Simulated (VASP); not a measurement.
# CdO (Fm-3m) in VASP: elastic constants with PBEsol

Aim: the elastic constants of CdO with PBEsol.

All numbers are computed with VASP 6.6.1; they aren't measurements. Logs are shortened: lines on timing, memory, paths and dates and some standing lists are left out, and cuts for length are marked.

### 1 The cell of the first run

Symmetry: Fm-3m, No. 225, cubic system. The conventional cell has a = 4.691 Å, b = 4.691 Å, c = 4.691 Å, α = 90.00°, β = 90.00°, γ = 90.00°. Cd (site symmetry m-3m) has 6 O at 2.35 Å within 3.1 Å. O (site symmetry m-3m) has 6 Cd at 2.35 Å within 3.1 Å.

### 2 Elastic constants, PBEsol

INCAR

```
PREC = Accurate
ENCUT = 600
EDIFF = 1E-8
ISMEAR = -1
SIGMA = 0.05
LREAL = F
LASPH = T
NELM = 120
ALGO = Normal
ISIF = 3
LWAVE = F
LCHARG = F
GGA = PS
NBANDS = 16
IBRION = 6
NFREE = 2
POTIM = 0.015
NSW = 1
GGA_COMPAT = F
```

KPOINTS

```
Automatic mesh
0
Gamma
  18 18 18
```

POSCAR

```
CdO
1.0
    0.0000000000      2.3453789006      2.3453789006
    2.3453789006      0.0000000000      2.3453789006
    2.3453789006      2.3453789006      0.0000000000
Cd O
1 1
Direct
    0.0000000000      0.0000000000      0.0000000000
    0.5000000000      0.5000000000      0.5000000000
```

Potentials or basis: VASP PAW PBE potentials, release 64 (Cd, O).

Run with:

```sh
> cat potpaw_PBE.64/Cd/POTCAR potpaw_PBE.64/O/POTCAR > POTCAR
> mpirun -np 1 vasp_std > vasp.out
```

OUTCAR:

```text
PREC = Accurate
   ENCUT = 600
   EDIFF = 1E-8
   ISMEAR = -1
   LREAL = F
   LASPH = T
   NELM = 120
   ISIF = 3
   GGA = PS
   IBRION = 6
   NFREE = 2
   POTIM = 0.015
   NSW = 1

 ion  position               nearest neighbor table
   1  0.000  0.000  0.000-   2 2.35   2 2.35   2 2.35   2 2.35   2 2.35   2 2.35
   2  0.500  0.500  0.500-   1 2.35   1 2.35   1 2.35   1 2.35   1 2.35   1 2.35

  LATTYP: Found a face centered cubic cell.
 ALAT       =     4.6907578012

  Lattice vectors:

 A1 = (   0.0000000000,   2.3453789006,   2.3453789006)
 A2 = (   2.3453789006,   0.0000000000,   2.3453789006)
 A3 = (   2.3453789006,   2.3453789006,   0.0000000000)

Analysis of symmetry for initial positions (statically):
=====================================================================
 Subroutine PRICEL returns:
 Original cell was already a primitive cell.

 Routine SETGRP: Setting up the symmetry group for a
 face centered cubic supercell.

 Subroutine GETGRP returns: Found 48 space group operations
 (whereof 48 operations were pure point group operations)
 out of a pool of 48 trial point group operations.

The static configuration has the point symmetry O_h .

Analysis of symmetry for dynamics (positions and initial velocities):
=====================================================================
 Subroutine PRICEL returns:
 Original cell was already a primitive cell.

 Routine SETGRP: Setting up the symmetry group for a
 face centered cubic supercell.

 Subroutine GETGRP returns: Found 48 space group operations
 (whereof 48 operations were pure point group operations)
 out of a pool of 48 trial point group operations.

The dynamic configuration has the point symmetry O_h .

 Subroutine INISYM returns: Found 48 space group operations
 (whereof 48 operations are pure point group operations),
 and found     1 'primitive' translations
[... 346 lines left out ...]
      3      -4.7386      2.00000
      4      -4.7383      2.00000
      5      -4.4314      2.00000
      6      -4.4302      2.00000
[... 433 lines left out ...]
      3      -4.9876      2.00000
      4      -4.9199      2.00000
      5      -4.4953      2.00000
      6      -4.3650      2.00000
[... 8 lines left out ...]
     15      20.4299      0.00000
     16      22.1214      0.00000

 [... further k-points ...]

------------------------ aborting loop because EDIFF is reached ----------------------------------------

  FORCE on cell =-STRESS in cart. coord.  units (eV):
  Direction    XX          YY          ZZ          XY          YZ          ZX
  --------------------------------------------------------------------------------------
  -------------------------------------------------------------------------------------
  Total        0.2266371      0.2184834      0.2184834      0.0000000      0.0000000      0.0000000
  in kB       14.0725427     13.5662554     13.5662554      0.0000000      0.0000000      0.0000000
  external PRESSURE =      13.7350178 kB  Pullay stress =       0.0000000 kB
[... 17 lines left out ...]
  FREE ENERGIE OF THE ION-ELECTRON SYSTEM (eV)
  ---------------------------------------------------
  free  energy   TOTEN  =        -8.5042987592 eV

  energy  without entropy=       -8.5032227993  energy(sigma->0) =       -8.50376078

 INTERNAL STRAIN TENSORS FROM STRAINED CELLS
 ============================================

 INTERNAL STRAIN TENSOR FOR ION    1 for displacements in x,y,z  (eV/Angst):
          X           Y           Z          XY          YZ          ZX
  --------------------------------------------------------------------------------
  x     0.00000     0.00000     0.00000     0.00000    -0.00000     0.00000
  y     0.00000     0.00000    -0.00000    -0.00000    -0.00000    -0.00000
  z    -0.00000     0.00000     0.00000     0.00000     0.00000     0.00000

 INTERNAL STRAIN TENSORS FROM DISPLACED ATOMS
 ============================================

 INTERNAL STRAIN TENSOR FOR ION    1 for displacements in x,y,z  (eV/Angst):
          X           Y           Z          XY          YZ          ZX
  --------------------------------------------------------------------------------
  x     0.00000     0.00000     0.00000     0.00000     0.00000     0.00000
  y     0.00000     0.00000     0.00000     0.00000     0.00000     0.00000
  z     0.00000     0.00000     0.00000     0.00000     0.00000     0.00000

 INTERNAL STRAIN TENSOR FOR ION    2 for displacements in x,y,z  (eV/Angst):
          X           Y           Z          XY          YZ          ZX
  --------------------------------------------------------------------------------
  x     0.00000     0.00000     0.00000     0.00000     0.00000     0.00000
  y     0.00000     0.00000     0.00000     0.00000     0.00000     0.00000
  z     0.00000     0.00000     0.00000     0.00000     0.00000     0.00000

 Eigenvectors and eigenvalues of the dynamical matrix
 ----------------------------------------------------

   1 f  =    8.040198 THz    50.518056 2PiTHz  268.192150 cm-1    33.251574 meV
             X         Y         Z           dx          dy          dz
      0.000000  0.000000  0.000000     0.000000   -0.353614    0.000000
      2.345379  2.345379  2.345379     0.000000    0.935392    0.000000
[... 21 lines left out ...]
   6 f/i=    0.005385 THz     0.033834 2PiTHz    0.179617 cm-1     0.022270 meV
             X         Y         Z           dx          dy          dz
      0.000000  0.000000  0.000000     0.497800    0.687421   -0.393197
      2.345379  2.345379  2.345379     0.188188    0.259872   -0.148643

--------------------------------------------------------------------------------------------------------

 ELASTIC MODULI CONTR FROM IONIC RELAXATION (kBar)
 Direction    XX          YY          ZZ          XY          YZ          ZX
 --------------------------------------------------------------------------------
 XX           0.0000      0.0000      0.0000      0.0000      0.0000      0.0000
 YY           0.0000      0.0000      0.0000      0.0000      0.0000      0.0000
 ZZ           0.0000      0.0000      0.0000      0.0000      0.0000      0.0000
 XY           0.0000      0.0000      0.0000      0.0000      0.0000      0.0000
 YZ           0.0000      0.0000      0.0000      0.0000      0.0000      0.0000
 ZX           0.0000      0.0000      0.0000      0.0000      0.0000      0.0000
 --------------------------------------------------------------------------------

 TOTAL ELASTIC MODULI (kBar)
 Direction    XX          YY          ZZ          XY          YZ          ZX
 --------------------------------------------------------------------------------
 XX        2269.2192   1124.8728   1124.8728      0.0000      0.0000     -0.0000
 YY        1124.8728   2269.2192   1124.8728      0.0000      0.0000      0.0000
 ZZ        1124.8728   1124.8728   2269.2192      0.0000      0.0000      0.0000
 XY           0.0000      0.0000      0.0000    458.3779     -0.0000      0.0000
 YZ           0.0000      0.0000      0.0000     -0.0000    458.3779      0.0000
 ZX          -0.0000      0.0000      0.0000      0.0000      0.0000    458.3779
 --------------------------------------------------------------------------------
```

OSZICAR:

```text
N       E                     dE             d eps       ncg     rms          rms(c)
DAV:   1     0.124616664355E+03    0.12462E+03   -0.11284E+04  6552   0.130E+03
DAV:   2    -0.632578225460E+01   -0.13094E+03   -0.11989E+03  7096   0.305E+02
DAV:   3    -0.100627703133E+02   -0.37370E+01   -0.37304E+01  7520   0.562E+01
[... 195 lines left out ...]
DAV:   3    -0.850431839431E+01    0.18452E-03   -0.25903E-04 17448   0.149E-01    0.323E-02
DAV:   4    -0.850429844869E+01    0.19946E-04   -0.10790E-04 20056   0.872E-02    0.168E-02
DAV:   5    -0.850429918586E+01   -0.73718E-06   -0.95213E-06 16480   0.247E-02    0.102E-02
DAV:   6    -0.850429875477E+01    0.43109E-06   -0.92971E-07 19416   0.102E-02    0.131E-03
DAV:   7    -0.850429876155E+01   -0.67832E-08   -0.27386E-07 16768   0.428E-03    0.707E-04
DAV:   8    -0.850429875923E+01    0.23258E-08   -0.66342E-09 12080   0.726E-04
  17 F= -.85042988E+01 E0= -.85037608E+01  d E =-.107596E-02
```

Wall time 34 min (1 thread of Intel Xeon 6975P-C (Granite Rapids), shared host); peak memory 1.2 GiB.

What came out:

```yaml
Elastic_constants_C11_C12_C44: 227, 112, 46 GPa
Voigt_bulk_modulus: 151 GPa
Highest_phonon_frequency_at_Γ_LO-TO_splitting_left_out: 268 cm⁻¹
```

Phonon frequencies in cm⁻¹ (negative: imaginary):
| q point | frequencies |
| --- | --- |
| (0.000, 0.000, 0.000) | 0 0 0 268 268 268 |

Elastic tensor in Voigt notation (GPa, in the Cartesian axes of the cell as first typed):
```
227 112 112   0   0   0
112 227 112   0   0   0
112 112 227   0   0   0
  0   0   0  46   0   0
  0   0   0   0  46   0
  0   0   0   0   0  46
```

Clamped-ion elastic tensor (GPa):
```
227 112 112   0   0   0
112 227 112   0   0   0
112 112 227   0   0   0
  0   0   0  46   0   0
  0   0   0   0  46   0
  0   0   0   0   0  46
```

Caveat: the cell is under stress, which shifts elastic constants; the PAW data sets were made with another functional, which shifts forces and pressure a little.
